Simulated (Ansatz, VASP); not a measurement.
## GaGe2Se in VASP and in Ansatz

```
Ga Ge Se
1.0
     3.86695    0.00000    0.00000
    -1.93347    3.34887    0.00000
     0.00000    0.00000    6.64618
Ga Ge Se
1 2 1
Direct
  0.00000 0.00000 0.00000
  0.33333 0.66667 0.23864
  0.66667 0.33333 0.76136
  0.00000 0.00000 0.50000
```

Change from the starting cell: species swapped into the LiTiTe2 type (P-3m1, No. 164).

Alike in both runs: task relaxation of cell and atoms; functional PBE; k mesh 12 × 12 × 8; occupations gaussian, width 0.1 eV; no spin polarisation.

```csv
,VASP,Ansatz
version,VASP 6.6.1,Ansatz 0.2.0
potentials or method,"VASP PAW PBE potentials, release 64 (Ga_d, Ge_d, Se), cutoff 500 eV","scalar-relativistic, plane waves, PAW"
valence electrons in the cell,47,57
```

VASP gave:

```
gap on the k mesh at the Fermi level, each at its own relaxed structure (eV) : none
relaxed volume (Å³/atom)                                                     : 21.13
relaxed cell length with the largest relative difference (Å)                 : 7.262
```

Which values does Ansatz return?

gap on the k mesh at the Fermi level, each at its own relaxed structure (eV): none; relaxed volume (Å³/atom): 21.12; relaxed cell length with the largest relative difference (Å): 7.274.

A gap of «none» marks a metal or a gap that the smearing closes. VASP's potentials hold 47 valence electrons a cell and Ansatz's 57, so a difference there can come from the potentials and not from the codes.
